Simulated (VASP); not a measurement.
A run of VASP 6.6.1 is set up as follows.

File INCAR:

```
  PREC = Accurate
  ENCUT = 520
  EDIFF = 1E-6
  ISMEAR = 0
  SIGMA = 0.15
  LREAL = F
  LASPH = T
  NELM = 80
  ALGO = Fast
  ISIF = 2
  LWAVE = F
  LCHARG = F
  GGA = PS
  NBANDS = 18
```

KPOINTS

```
regular mesh
0
Gamma
  12 12 12
```

File POSCAR:

```
Al3Cu
1.0
    3.8923537780     -0.1946176889      0.0000000000
   -0.1946176889      3.8923537780      0.0000000000
    0.0000000000      0.0000000000      3.8923537780
Al Cu
3 1
Direct
    0.0000000000      0.5000000000      0.5000000000
    0.5000000000      0.0000000000      0.5000000000
    0.5000000000      0.5000000000      0.0000000000
    0.0000000000      0.0000000000      0.0000000000
```

Potentials or basis: VASP PAW PBE potentials, release 64 (Al, Cu).

Command:

```bash
$ cat potpaw_PBE.64/Al/POTCAR potpaw_PBE.64/Cu/POTCAR > POTCAR
$ mpirun -np 1 vasp_std > vasp.out
```

Task: Predict the pressure.

Result: 1.3 GPa.

Task: Estimate the band gap on the k mesh.

Result: Zero (bands 10 and 11 overlap by 4.37 eV).

Stress tensor (GPa, compression positive):
```
 1.96  3.42  0.00
 3.42  1.96  0.00
 0.00  0.00 -0.01
```

Caveat: the cell differs from its parent crystal (strain -0.1000 x Voigt [0, 0, 0, 0, 0, 1]); the PAW data sets were made with another functional, which shifts forces and pressure a little.
